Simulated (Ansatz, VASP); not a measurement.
# Si in VASP and in Ansatz

File INCAR:

```
SYSTEM = Si
PREC     = Accurate       ! precision mode
ENCUT    = 520            ! plane-wave cutoff, eV
EDIFF    = 1E-6           ! SCF threshold, eV
ISMEAR   = 0              ! smearing method
SIGMA    = 0.15           ! smearing width, eV
LREAL    = .FALSE.        ! projectors in reciprocal space
LASPH    = .TRUE.         ! aspherical terms in the spheres
NELM     = 80             ! most SCF steps
ALGO     = Normal         ! electronic algorithm
ISIF     = 2              ! what is computed and relaxed
LWAVE    = .FALSE.        ! write WAVECAR
LCHARG   = .FALSE.        ! write CHGCAR
GGA      = CA             ! functional
NBANDS   = 26             ! bands
```

File KPOINTS:

```
Automatic mesh
0
G
  10 10 8
  0 0 0
```

POSCAR

```
Si
1.0
    4.5521371120     -2.4347064072      0.0000000000
    4.5521371120      2.4347064072      0.0000000000
    0.0000000000      0.0000000000      5.3276483626
Si
8
Direct
    0.5000000000      0.5000000000      0.7705063097
    0.5000000000      0.5000000000      0.2294936903
    1.0000000000      0.0000000000      0.2705063097
    0.0000000000      1.0000000000      0.7294936903
    0.6932840754      0.7660724239      0.5000000000
    0.2262158285      0.2262158285      0.0000000000
    0.2737841715      0.2737841715      0.5000000000
    0.7737841715      0.7737841715      0.0000000000
```

Input for Ansatz:

```yaml
crystal:
  lattice:
    - [4.552137112, -2.4347064072, 0.0]
    - [4.552137112, 2.4347064072, 0.0]
    - [0.0, 0.0, 5.3276483626]
  atoms:
    - { symbol: Si, position: [0.5, 0.5, 0.7705063097] }
    - { symbol: Si, position: [0.5, 0.5, 0.2294936903] }
    - { symbol: Si, position: [1.0, 0.0, 0.2705063097] }
    - { symbol: Si, position: [0.0, 1.0, 0.7294936903] }
    - { symbol: Si, position: [0.6932840754, 0.7660724239, 0.5] }
    - { symbol: Si, position: [0.2262158285, 0.2262158285, 0.0] }
    - { symbol: Si, position: [0.2737841715, 0.2737841715, 0.5] }
    - { symbol: Si, position: [0.7737841715, 0.7737841715, 0.0] }
basis:
  ecutwfc: 420
kpoints:
  mp_grid: { grid: [10, 10, 8] }
hamiltonian:
  xc: lda
scf:
  occupations: { method: gaussian, width: 0.15 }
output:
  forces: true
  stress: true
  eigenvalues: true
```

Alike in both runs: task single point; functional LDA; k mesh 10 × 10 × 8; occupations gaussian, width 0.15 eV; no spin polarisation.

|  | VASP | Ansatz |
| --- | --- | --- |
| version | VASP 6.6.1 | Ansatz 0.2.0 |
| potentials or method | VASP PAW LDA potentials, release 64 (Si), cutoff 520 eV | scalar-relativistic, plane waves, PAW |
| valence electrons in the cell | 32 | 32 |

|  | VASP | Ansatz | Ansatz less VASP |
| --- | --- | --- | --- |
| gap on the k mesh at the Fermi level (eV) | none | none | - |
| pressure (GPa) | 0.5 | 0.4 | -0.08 |
| traceless stress, the component that is largest in VASP (GPa) | 1.69 | 1.67 | -0.014 |
| rms of the force components (eV/Å) | 0.391 | 0.390 | -0.0014 |

LDA's correlation is that of Perdew and Zunger in VASP and of Perdew and Wang (1992) in Ansatz. Atom by atom the forces differ by 0.002 eV/Å (rms over components). A gap of «none» marks a metal or a gap that the smearing closes.
